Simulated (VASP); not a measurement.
# TiAl3 in VASP: relaxation of the atoms with PBE

Aim: the relaxation of the atoms of TiAl3 with PBE.

All numbers are computed with VASP 6.6.1; they aren't measurements. Logs are shortened: lines on timing, memory, paths and dates and some standing lists are left out, and cuts for length are marked.

## Step 1: The cell of the first run

The cell holds a slab with vacuum, 12 atoms: a = 3.845 Å, b = 3.845 Å, c = 25.779 Å, α = 90.00°, β = 90.00°, γ = 90.00°.

## Step 2: Relaxation of the atoms, PBE

Contents of INCAR:

```
PREC = Accurate
ENCUT = 520
EDIFF = 1E-6
ISMEAR = 0
SIGMA = 0.1
LREAL = False
LASPH = True
NELM = 60
ALGO = Normal
ISIF = 2
LWAVE = False
LCHARG = False
LDIPOL = True
IDIPOL = 3
DIPOL = 0.5 0.5 0.500
GGA = PE
IBRION = 2
NSW = 80
EDIFFG = -0.02
KPAR = 4
```

Contents of KPOINTS:

```
Automatic mesh
0
Gamma
  9 9 1
```

Contents of POSCAR:

```
TiAl3
1.0
    3.8453468587      0.0000000000      0.0000000000
    0.0000000000      3.8453468587      0.0000000000
    0.0000000000      0.0000000000     25.7785119906
Al Ti
9 3
Direct
    0.5000000000      0.0000000000      0.2909399892
    0.0000000000      0.5000000000      0.2909399892
    0.0000000000      0.0000000000      0.3745639935
    0.0000000000      0.5000000000      0.4581879978
    0.5000000000      0.0000000000      0.4581879978
    0.5000000000      0.5000000000      0.5418120022
    0.5000000000      0.0000000000      0.6254360065
    0.0000000000      0.5000000000      0.6254360065
    0.0000000000      0.0000000000      0.7090600108
    0.5000000000      0.5000000000      0.3745639935
    0.0000000000      0.0000000000      0.5418120022
    0.5000000000      0.5000000000      0.7090600108
```

Potentials or basis: VASP PAW PBE potentials, release 64 (Al, Ti_sv).

Command:

```console
$ cat potpaw_PBE.64/Al/POTCAR potpaw_PBE.64/Ti_sv/POTCAR > POTCAR
$ mpirun -np 4 vasp_std > vasp.out
```

OUTCAR:

```text
PREC = Accurate
   ENCUT = 520
   EDIFF = 1E-6
   ISMEAR = 0
   LREAL = False
   LASPH = True
   NELM = 60
   ISIF = 2
   GGA = PE
   IBRION = 2
   NSW = 80
   EDIFFG = -0.02

 ion  position               nearest neighbor table
   1  0.500  0.000  0.291-   2 2.72   2 2.72   2 2.72   2 2.72  10 2.89  10 2.89   3 2.89   3 2.89

   2  0.000  0.500  0.291-   1 2.72   1 2.72   1 2.72   1 2.72   3 2.89  10 2.89  10 2.89   3 2.89

   3  0.000  0.000  0.375-  10 2.72  10 2.72  10 2.72  10 2.72   2 2.89   1 2.89   1 2.89   2 2.89
                             5 2.89   5 2.89   4 2.89   4 2.89
   4  0.000  0.500  0.458-   5 2.72   5 2.72   5 2.72   5 2.72   3 2.89  10 2.89  10 2.89   3 2.89
                             6 2.89   6 2.89  11 2.89  11 2.89
   5  0.500  0.000  0.458-   4 2.72   4 2.72   4 2.72   4 2.72  10 2.89   3 2.89  10 2.89   3 2.89
                             6 2.89   6 2.89  11 2.89  11 2.89
   6  0.500  0.500  0.542-  11 2.72  11 2.72  11 2.72  11 2.72   8 2.89   8 2.89   7 2.89   7 2.89
                             4 2.89   5 2.89   5 2.89   4 2.89
   7  0.500  0.000  0.625-   8 2.72   8 2.72   8 2.72   8 2.72  12 2.89  12 2.89   9 2.89   9 2.89
                             6 2.89  11 2.89  11 2.89   6 2.89
   8  0.000  0.500  0.625-   7 2.72   7 2.72   7 2.72   7 2.72   9 2.89  12 2.89  12 2.89   9 2.89
                             6 2.89  11 2.89   6 2.89  11 2.89
   9  0.000  0.000  0.709-  12 2.72  12 2.72  12 2.72  12 2.72   8 2.89   7 2.89   7 2.89   8 2.89

  10  0.500  0.500  0.375-   3 2.72   3 2.72   3 2.72   3 2.72   2 2.89   2 2.89   1 2.89   1 2.89
                             4 2.89   5 2.89   4 2.89   5 2.89
  11  0.000  0.000  0.542-   6 2.72   6 2.72   6 2.72   6 2.72   8 2.89   8 2.89   7 2.89   7 2.89
                             5 2.89   4 2.89   5 2.89   4 2.89
  12  0.500  0.500  0.709-   9 2.72   9 2.72   9 2.72   9 2.72   8 2.89   8 2.89   7 2.89   7 2.89

  LATTYP: Found a simple tetragonal cell.
 ALAT       =     3.8453468587
 C/A-ratio  =     6.7038196911

  Lattice vectors:

 A1 = (   3.8453468587,   0.0000000000,   0.0000000000)
 A2 = (   0.0000000000,   3.8453468587,   0.0000000000)
 A3 = (   0.0000000000,   0.0000000000,  25.7785119906)

Analysis of symmetry for initial positions (statically):
=====================================================================
 Subroutine PRICEL returns:
 Original cell was already a primitive cell.

 Routine SETGRP: Setting up the symmetry group for a
 simple tetragonal supercell.

 Subroutine GETGRP returns: Found  8 space group operations
 (whereof  8 operations were pure point group operations)
 out of a pool of 16 trial point group operations.

The static configuration has the point symmetry C_4v.

Analysis of symmetry for dynamics (positions and initial velocities):
=====================================================================
 Subroutine PRICEL returns:
 Original cell was already a primitive cell.

 Routine SETGRP: Setting up the symmetry group for a
 simple tetragonal supercell.

 Subroutine GETGRP returns: Found  8 space group operations
 (whereof  8 operations were pure point group operations)
 out of a pool of 16 trial point group operations.

The dynamic configuration has the point symmetry C_4v.

 Subroutine INISYM returns: Found  8 space group operations
 (whereof  8 operations are pure point group operations),
 and found     1 'primitive' translations

----------------------------------------------------------------------------------------

                                     Primitive cell

  volume of cell :     381.1789

  direct lattice vectors                    reciprocal lattice vectors
     3.845346859  0.000000000  0.000000000     0.260054564  0.000000000  0.000000000
     0.000000000  3.845346859  0.000000000     0.000000000  0.260054564  0.000000000
     0.000000000  0.000000000 25.778511991     0.000000000  0.000000000  0.038791999

  length of vectors
     3.845346859  3.845346859 25.778511991     0.260054564  0.260054564  0.038791999

  position of ions in fractional coordinates (direct lattice)
     0.500000000  0.000000000  0.290939989
     0.000000000  0.500000000  0.290939989
[... 82 lines left out ...]
   LNONCOLLINEAR =      F non collinear calculations
   LSORBIT =      F    spin-orbit coupling
   LASPH  =      T    aspherical Exc in radial PAW
   ENCUT  =  520.0 eV  38.22 Ry    6.18 a.u.   7.15  7.15 47.93*2*pi/ulx,y,z
   NELM   =     60;   NELMIN=  2; NELMDL= -5     # of ELM steps
   EDIFF  = 0.1E-05   stopping-criterion for ELM
   LREAL  =      F    real-space projection
   EDIFFG = -.2E-01   stopping-criterion for IOM
   NSW    =     80    number of steps for IOM
   IBRION =      2    ionic relax: 0-MD 1-quasi-New 2-CG
   NFREE  =      1    steps in history (QN), initial steepest desc. (CG)
   ISIF   =      2    stress and relaxation
   ISYM   =      2    0-nonsym 1-usesym 2-fastsym
   POTIM  = 0.5000    time-step for ionic-motion
   TEBEG  =    0.0;   TEEND  =   0.0 temperature during run
   PSTRESS=    0.0 pullay stress
   NELECT =      63.0000    total number of electrons
   NUPDOWN=      -1.0000    fix difference up-down
   EMIN   =  10.00;   EMAX   =-10.00  energy-range for DOS
   EFERMI =   0.00;   METHOD = LEGACY
   ISMEAR =     0;   SIGMA  =   0.10  broadening in eV -4-tet -1-fermi 0-gaus
   EFERMI_NEDOS =   21; number of points for ismear=-14 and -15
   IALGO  =     38    algorithm
   IMIX   =      4    mixing-type and parameters
     AMIX     =   0.40;   BMIX     =  1.00
     AMIX_MAG =   1.60;   BMIX_MAG =  1.00
  volume/ion in A,a.u.               =      31.76       214.36
  Fermi-wavevector in a.u.,A,eV,Ry     =   0.898419  1.697765 10.982023  0.807156
  Thomas-Fermi vector in A             =   2.021125
   LORBIT       =      0    0 simple, 1 ext, 2 COOP (PROOUT), +10 PAW based schemes
   GGA     = PE    functional components
   LHFCALC =     F    Hartree Fock is set to
   AEXX    =    0.0000 exact exchange contribution
   IVDW    =     0    specifies the selected vdW correction
   LEPSILON=     F    determine dielectric tensor
   LRPA    =     F    only Hartree local field effects (RPA)
 conjugate gradient relaxation of ions
 non-spin polarized calculation
 Gauss-broadening in eV      SIGMA  =   0.10
  energy-cutoff  :      520.00
  volume of cell :      381.18
 maximum number of plane-waves:     10293
 NGX is ok and might be reduce to    30
   NGX = 15   NGY = 15   NGZ = 95

--------------------------------------- Ionic step        1  -------------------------------------------

 number of electron      63.0000014 magnetization

 Free energy of the ion-electron system (eV)
  ---------------------------------------------------
  ext. energy  EPLUGINS =         0.00000000
  ---------------------------------------------------
  free energy    TOTEN  =       -58.61887369 eV

  energy without entropy =      -58.56832012  energy(sigma->0) =      -58.59359691

------------------------ aborting loop because EDIFF is reached ----------------------------------------

  FORCE on cell =-STRESS in cart. coord.  units (eV):
  Direction    XX          YY          ZZ          XY          YZ          ZX
  --------------------------------------------------------------------------------------
  -------------------------------------------------------------------------------------
  Total       -1.3444816     -1.3444816     -2.1792573      0.0000000     -0.0000000      0.0000000
  in kB       -5.6511463     -5.6511463     -9.1598890      0.0000000     -0.0000000      0.0000000
  external PRESSURE =      -6.8207272 kB  Pullay stress =       0.0000000 kB
[... 81 lines left out ...]
 number of electron      63.0000014 magnetization

------------------------ aborting loop because EDIFF is reached ----------------------------------------

 vacuum level on the upper side and lower side of the slab       (xc-potential included)        -0.004        -0.009

  FORCE on cell =-STRESS in cart. coord.  units (eV):
  Direction    XX          YY          ZZ          XY          YZ          ZX
  --------------------------------------------------------------------------------------
  -------------------------------------------------------------------------------------
  Total       -1.0299138     -1.0299138     -1.4038640      0.0000000      0.0000000      0.0000000
  in kB       -4.3289502     -4.3289502     -5.9007435      0.0000000      0.0000000      0.0000000
  external PRESSURE =      -4.8528813 kB  Pullay stress =       0.0000000 kB
[... 27 lines left out ...]
  FREE ENERGIE OF THE ION-ELECTRON SYSTEM (eV)
  ---------------------------------------------------
  free  energy   TOTEN  =       -58.6716314430 eV

  energy  without entropy=      -58.6255704202  energy(sigma->0) =      -58.64860093

 dipolmoment           0.000000      0.000000     -0.007412 electrons x Angstroem

[... ionic steps 4 to 9 ...]

--------------------------------------- Ionic step       10  -------------------------------------------

 number of electron      63.0000015 magnetization

------------------------ aborting loop because EDIFF is reached ----------------------------------------
[... 87 lines left out ...]
--------------------------------------- Ionic step       12  -------------------------------------------

 number of electron      63.0000015 magnetization

 dipolmoment           0.000000      0.000000      0.005389 electrons x Angstroem

 Free energy of the ion-electron system (eV)
  ---------------------------------------------------
  ext. energy  EPLUGINS =         0.00000000
  ---------------------------------------------------
  free energy    TOTEN  =       -58.69260921 eV

  energy without entropy =      -58.65228124  energy(sigma->0) =      -58.67244522

 E-fermi :   2.1427     XC(G=0):  -6.1062

 val. band max:        2.1370976811   @ k =   0.3333   0.3333   0.0000
 cond. band min:       2.1802242801   @ k =   0.0000   0.0000   0.0000
 fundamental gap:      0.0431265990
 Fermi energy:         2.1426612372

 k-point     1 :       0.0000    0.0000    0.0000
  band No.  band energies     occupation
      1     -54.6306      2.00000
      2     -54.4757      2.00000
      3     -54.4550      2.00000
      4     -31.0329      2.00000
      5     -30.8424      2.00000
      6     -30.8424      2.00000
[... 604 lines left out ...]
     37       3.6685      0.00000
     38       3.7642      0.00000

------------------------ aborting loop because EDIFF is reached ----------------------------------------

 vacuum level on the upper side and lower side of the slab       (xc-potential included)         0.021        -0.044

  FORCE on cell =-STRESS in cart. coord.  units (eV):
  Direction    XX          YY          ZZ          XY          YZ          ZX
  --------------------------------------------------------------------------------------
  -------------------------------------------------------------------------------------
  Total       -0.8492054     -0.8492054     -0.2135328      0.0000000     -0.0000000      0.0000000
  in kB       -3.5693935     -3.5693935     -0.8975245      0.0000000     -0.0000000      0.0000000
  external PRESSURE =      -2.6787705 kB  Pullay stress =       0.0000000 kB
[... 27 lines left out ...]
  FREE ENERGIE OF THE ION-ELECTRON SYSTEM (eV)
  ---------------------------------------------------
  free  energy   TOTEN  =       -58.6926092068 eV

  energy  without entropy=      -58.6522812382  energy(sigma->0) =      -58.67244522

 reached required accuracy - stopping structural energy minimisation

 vacuum level on the upper side and lower side of the slab         6.374         6.307
```

It took 12 min on 4 MPI ranks of Intel Xeon Platinum 8375C at 2.90GHz (Ice Lake), shared host; peak memory 0.56 GiB.

Results:

```yaml
Free_energy: -58.6926 eV
Energy_gained_by_relaxing: 6.1 meV/atom
Ionic_steps: 12
Largest_force_after_relaxing: 0.015 eV/Å
Band_gap_on_the_k_mesh: zero (an odd number of electrons rules out a gap without spin polarisation)
```

Forces on the atoms (eV/Å):
```
Al   0.000  0.000  0.011
Al   0.000  0.000  0.011
Al   0.000  0.000  0.001
Al   0.000  0.000  0.002
Al   0.000  0.000  0.002
Al   0.000  0.000  0.009
Al   0.000  0.000 -0.007
Al   0.000  0.000 -0.007
Al   0.000  0.000 -0.015
Ti   0.000  0.000 -0.011
Ti   0.000  0.000 -0.001
Ti   0.000  0.000  0.005
```

The path:
```csv
step,energy change (eV),largest force (eV/Å),pressure (GPa)
1,0.0000,0.5447,-0.68
2,-0.0288,0.3250,-0.63
3,-0.0528,0.1759,-0.49
4,-0.0622,0.1176,-0.45
5,-0.0694,0.1105,-0.36
6,-0.0719,0.0542,-0.35
7,-0.0723,0.0659,-0.34
8,-0.0732,0.0271,-0.32
9,-0.0734,0.0291,-0.30
10,-0.0735,0.0234,-0.29
11,-0.0736,0.0215,-0.28
12,-0.0737,0.0153,-0.27
```

Final structure:
```xyz
12
Lattice="3.8453 0.0000 0.0000 0.0000 3.8453 0.0000 0.0000 0.0000 25.7785" Properties=species:S:1:pos:R:3 pbc="T T T"
Al    1.9227    0.0000    7.5871
Al    3.8453    1.9227    7.5871
Al    3.8453    0.0000    9.7101
Al    3.8453    1.9227   11.7765
Al    1.9227    0.0000   11.7765
Al    1.9227    1.9227   13.9763
Al    1.9227    0.0000   16.1112
Al    3.8453    1.9227   16.1112
Al    3.8453    0.0000   18.3359
Ti    1.9227    1.9227    9.6015
Ti    3.8453    0.0000   13.9083
Ti    1.9227    1.9227   18.1893
```

Levels at points of the mesh, in eV from the Fermi level:
```csv
k point,band 28,band 29,band 30,band 31,band 32,band 33,band 34,band 35
"(0.00, 0.00, 0.00)",-0.88,-0.70,-0.28,0.04,0.67,0.73,0.73,0.80
```

The gap in the log of VASP goes by the Fermi energy; the results here count the filled bands.